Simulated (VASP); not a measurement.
BaTiO3: single point with r2SCAN

Crystal: BaTiO3.

```xyz
5
Lattice="2.8401 1.6397 2.3314 -2.8401 1.6397 2.3314 0.0000 -3.2794 2.3314" Properties=species:S:1:pos:R:3 pbc="T T T"
Ba    0.0000    0.0000    0.0195
Ti    0.0000    0.0000    3.6108
O     0.0000   -1.6082    4.5188
O    -1.3928    0.8041    4.5688
O     1.3928    0.8041    4.5688
```

This cell differs from its parent crystal: atom 3 (O) moved -0.050 Å along Cartesian [0 0 1].

```yaml
Program: VASP 6.6.1
Task: single point
Functional: r2SCAN
Potentials_or_basis: VASP PAW PBE potentials, release 64 (Ba_sv, Ti_sv, O)
Cutoff: 520 eV
k_mesh: 6 × 6 × 6
Occupations: gaussian, width 0.05 eV
Spin: no spin polarisation
```

| Item | Value |
| --- | --- |
| Pressure | 2.5 GPa |
| Largest force | 0.497 eV/Å |
| Band gap on the k mesh | 2.92 eV (least direct gap 3.41 eV) |

Forces in eV/Å, atoms in the order of the input:
```
Ba   0.000 -0.003 -0.085
Ti   0.000  0.021 -0.310
O    0.000 -0.206  0.452
O    0.001  0.094 -0.029
O   -0.001  0.094 -0.029
```

Stress tensor (GPa, compression positive):
```
 2.15  0.00  0.00
 0.00  2.78 -0.34
 0.00 -0.34  2.54
```

Levels at points of the mesh, in eV from the valence-band top:
```csv
k point,band 17,band 18,band 19,band 20,band 21,band 22,band 23,band 24
"(0.00, 0.00, 0.00)",-1.08,-0.64,-0.52,-0.49,2.92,2.92,3.12,4.85
"(0.50, 0.00, 0.00)",-1.67,-1.56,-1.07,-0.93,3.12,4.19,4.32,4.86
"(0.00, 0.00, 0.50)",-1.79,-1.61,-1.00,-0.88,3.04,4.14,4.32,4.81
"(0.50, 0.50, 0.00)",-1.65,-0.95,-0.88,-0.08,4.28,4.31,4.63,5.41
"(0.50, 0.00, 0.50)",-1.65,-0.92,-0.86,-0.11,4.24,4.27,4.60,5.39
"(0.50, 0.50, 0.50)",-2.35,-0.06,-0.04,0.00,4.67,4.88,4.88,7.12
```

Run time: 3.6 min on 1 thread of AMD EPYC 9R45 96-Core Processor (Zen 5) (shared host), peak memory 0.23 GiB.

Caveat: the cell differs from its parent crystal (atom 3 (O) moved -0.050 Å along Cartesian [0 0 1]); the PAW data sets were made with another functional, which shifts forces and pressure a little; spin-orbit coupling is left out, which moves the levels of the heavy elements. A k mesh can miss the band edges.
